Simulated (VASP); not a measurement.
Set up this calculation in VASP 6.6.1, as the native input.

```
Task                   : single point
Functional             : PBE
Potentials or basis    : VASP PAW PBE potentials, release 64 (Mg)
Cutoff                 : 520 eV
k mesh                 : 12 × 12 × 7
Occupations            : fermi-dirac, width 0.05 eV
Spin                   : no spin polarisation
Dipole correction      : no
Further INCAR settings : ALGO = Normal; EDIFF = 1e-06; NBANDS = 9
```

The structure of Mg lies in POSCAR:

```
Mg
1.0
    3.2093000000      0.0000000000      0.0000000000
   -1.6046500000      2.7793353284      0.0000000000
    0.0000000000      0.0000000000      5.2103000000
Mg
2
Direct
    0.3333333333      0.6666666667      0.2500000000
    0.6666666667      0.3333333333      0.7500000000
```

One way to write it, as run:

INCAR

```
PREC     = Accurate       # precision mode
ENCUT    = 520            # plane-wave cutoff, eV
EDIFF    = 1E-6           # SCF threshold, eV
ISMEAR   = -1             # smearing method
SIGMA    = 0.05           # smearing width, eV
LREAL    = False          # projectors in reciprocal space
LASPH    = True           # aspherical terms in the spheres
NELM     = 100            # most SCF steps
ALGO     = Normal         # electronic algorithm
ISIF     = 2              # what is computed and relaxed
LWAVE    = False          # write WAVECAR
LCHARG   = False          # write CHGCAR
GGA      = PE             # functional
NBANDS   = 9              # bands
```

KPOINTS

```
regular mesh
0
Gamma
  12 12 7
```

Potentials or basis: VASP PAW PBE potentials, release 64 (Mg).

Launch:

```sh
$ cat potpaw_PBE.64/Mg/POTCAR > POTCAR
$ mpirun -np 1 vasp_std > vasp.out
```

It gave:

```yaml
Pressure: -0.6 GPa
Band_gap_on_the_k_mesh: zero (bands 2 and 3 overlap by 2.24 eV)
```

Run time: 16 s on 1 thread of AMD EPYC 7R13 Processor (Zen 3), on a shared host, peak memory 0.14 GiB.
